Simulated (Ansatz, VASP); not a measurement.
## Two plane-wave programs on Ge2Sb2Te5

```
Ge Sb Te
1.0
     4.19729    0.00000    0.00000
    -2.09865    3.63496    0.00000
     0.00000    0.00000   16.65374
Ge Sb Te
2 2 5
Cartesian
  0.0000 2.4233 14.9768
  2.0986 1.2117 1.6770
  0.0000 0.0000 11.3491
  0.0000 0.0000 5.3047
  0.0000 0.0000 0.0000
  2.0986 1.2117 13.3358
  0.0000 2.4233 3.3179
  0.0000 2.4233 9.6327
  2.0986 1.2117 7.0210
```

Alike in both runs: functional LDA; k mesh 10 × 10 × 4; occupations gaussian, width 0.05 eV; no spin polarisation.

Ansatz relaxed the structure, and its values are those at the end. VASP's run is a single point on that final structure, the one shown.

|  | VASP | Ansatz |
| --- | --- | --- |
| version | VASP 6.6.1 | Ansatz 0.2.0 |
| potentials or method | VASP PAW LDA potentials, release 64 (Ge_d, Sb, Te), cutoff 520 eV | scalar-relativistic, plane waves, PAW |
| valence electrons in the cell | 68 | 138 |

Ansatz gave:

| Property | Result |
| --- | --- |
| pressure (GPa) | 0.0 |
| rms of the force components (eV/Å) | 0.000 |

Problem. Which values does VASP return?

Solution. Pressure (GPa): 0.0; rms of the force components (eV/Å): 0.018.

LDA's correlation is that of Perdew and Zunger in VASP and of Perdew and Wang (1992) in Ansatz. VASP's potentials hold 68 valence electrons a cell and Ansatz's 138, so a difference there can come from the potentials and not from the codes.

Neither program's run includes spin-orbit coupling.
